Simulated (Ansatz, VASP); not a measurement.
## One calculation of GaSb, two programs

```xyz
12
Lattice="4.3938 0.0000 0.0000 0.0000 6.2138 0.0000 0.0000 0.0000 25.9846" Properties=species:S:1:pos:R:3 pbc="T T T"
Ga    2.1969    3.1069    7.5000
Ga    0.0000    0.0000    9.6969
Ga    2.1969    3.1069   11.8938
Ga    0.0000    0.0000   14.0908
Ga    2.1969    3.1069   16.2877
Ga    0.0000    0.0000   18.4846
Sb    0.0000    1.5535    7.5000
Sb    2.1969    4.6604    9.6969
Sb    0.0000    1.5535   11.8938
Sb    2.1969    4.6604   14.0908
Sb    0.0000    1.5535   16.2877
Sb    2.1969    4.6604   18.4846
```

Alike in both runs: task single point; functional PBE; k mesh 8 × 6 × 1; occupations gaussian, width 0.1 eV; no spin polarisation.

```csv
,VASP,Ansatz
version,VASP 6.6.1,Ansatz 0.2.0
potentials or method,"VASP PAW PBE potentials, release 64 (Ga_d, Sb), cutoff 520 eV","scalar-relativistic, plane waves, PAW"
valence electrons in the cell,108,168
```

VASP gave:

```
gap on the k mesh at the Fermi level (eV) : 0.11
least direct gap on the mesh (eV)         : 0.33
rms of the force components (eV/Å)        : 0.390
```

Question: Which values does Ansatz return?

Answer: gap on the k mesh at the Fermi level (eV): 0.12; least direct gap on the mesh (eV): 0.33; rms of the force components (eV/Å): 0.394.

With one functional, cell and mesh, what is left measures potentials, basis and numerics. VASP's potentials hold 108 valence electrons a cell and Ansatz's 168, so a difference there can come from the potentials and not from the codes. Ansatz's warnings: xc potential rough in thin density.

Neither program's run includes spin-orbit coupling.
